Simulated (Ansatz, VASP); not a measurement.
One calculation of GaN, two programs

```
Ga N
1.0
     3.18310    0.00000    0.00000
    -1.59155    2.75665    0.00000
     0.00000    0.00000    5.18358
Ga N
2 2
Direct
  0.33333 0.66667 0.99911
  0.66667 0.33333 0.49911
  0.33333 0.66667 0.37589
  0.66667 0.33333 0.87589
```

Alike in both runs: functional r2SCAN; k mesh 10 × 10 × 6; occupations fermi-dirac, width 0.1 eV; no spin polarisation.

Ansatz relaxed the structure, and its values are those at the end. VASP's run is a single point on that final structure, the one shown.

```csv
,VASP,Ansatz
version,VASP 6.6.1,Ansatz 0.2.0
potentials or method,"VASP PAW PBE potentials, release 64 (Ga_d, N)","PAW with Ansatz's default frozen-core files, scalar-relativistic"
plane-wave cutoff (eV),520,500
valence electrons in the cell,36,36
```

```csv
,VASP,Ansatz,Ansatz less VASP
pressure (GPa),1.1,0.0,-1.08
rms of the force components (eV/Å),0.003,0.000,-0.0030
```

VASP's potentials were made for PBE, not for r2SCAN.
